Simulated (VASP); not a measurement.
Write the native input for VASP 6.6.1 that does the following.

```yaml
Task: single point
Functional: PBE
Potentials_or_basis: VASP PAW PBE potentials, release 64 (Co, O)
Cutoff: 520 eV
k_mesh: 10 × 10 × 10
Occupations: fermi-dirac, width 0.05 eV
Spin: collinear spin, ferromagnetic start
Starting_moments: "[2.0, 0.0] μB"
Dipole_correction: no
Further_INCAR_settings: ALGO = Normal; EDIFF = 1e-06; NBANDS = 18
```

The structure of CoO lies in POSCAR:

```
CoO
1.0
    1.5910564260      0.9185968559      2.5970018748
   -1.5910564260      0.9185968559      2.5970018748
    0.0000000000     -1.8371937117      2.5970018748
Co O
1 1
Direct
    1.0000453615      1.0000453615      1.0000453615
    0.7499539885      0.7499539885      0.7499539885
```

The input as run:

INCAR

```
SYSTEM = CoO
PREC     = Accurate       ! precision mode
ENCUT    = 520            ! plane-wave cutoff, eV
EDIFF    = 1E-6           ! SCF threshold, eV
ISMEAR   = -1             ! smearing method
SIGMA    = 0.05           ! smearing width, eV
LREAL    = .FALSE.        ! projectors in reciprocal space
LASPH    = .TRUE.         ! aspherical terms in the spheres
NELM     = 150            ! most SCF steps
ALGO     = Normal         ! electronic algorithm
ISIF     = 2              ! what is computed and relaxed
LWAVE    = .FALSE.        ! write WAVECAR
LCHARG   = .FALSE.        ! write CHGCAR
ISPIN    = 2              ! spin polarisation
MAGMOM   = 2 0            ! initial moments
LORBIT   = 11             ! projections on sites
LMAXMIX  = 4              ! l up to which the mixer works
GGA      = PE             ! functional
NBANDS   = 18             ! bands
```

KPOINTS

```
Automatic mesh
0
G
  10 10 10
  0 0 0
```

Potentials or basis: VASP PAW PBE potentials, release 64 (Co, O).

Launch:

```bash
$ cat potpaw_PBE.64/Co/POTCAR potpaw_PBE.64/O/POTCAR > POTCAR
$ mpirun -np 1 vasp_std > vasp.out
```

Results of the run:

| Item | Value |
| --- | --- |
| Pressure | -0.2 GPa |
| Net moment | 2.74 μB per cell |
| Site moments | Co +2.36; O +0.29 μB |
| Valence electrons inside the program's atomic spheres | Co 8.01; O 4.99 |

Caveat: a cell with one magnetic atom can't hold antiferromagnetic order, which such compounds often take.

It took 62 s on 1 thread of Intel(R) Xeon(R) Platinum 8259CL CPU @ 2.50GHz (Skylake/Cascade Lake) (shared host), peak memory 0.2 GiB.
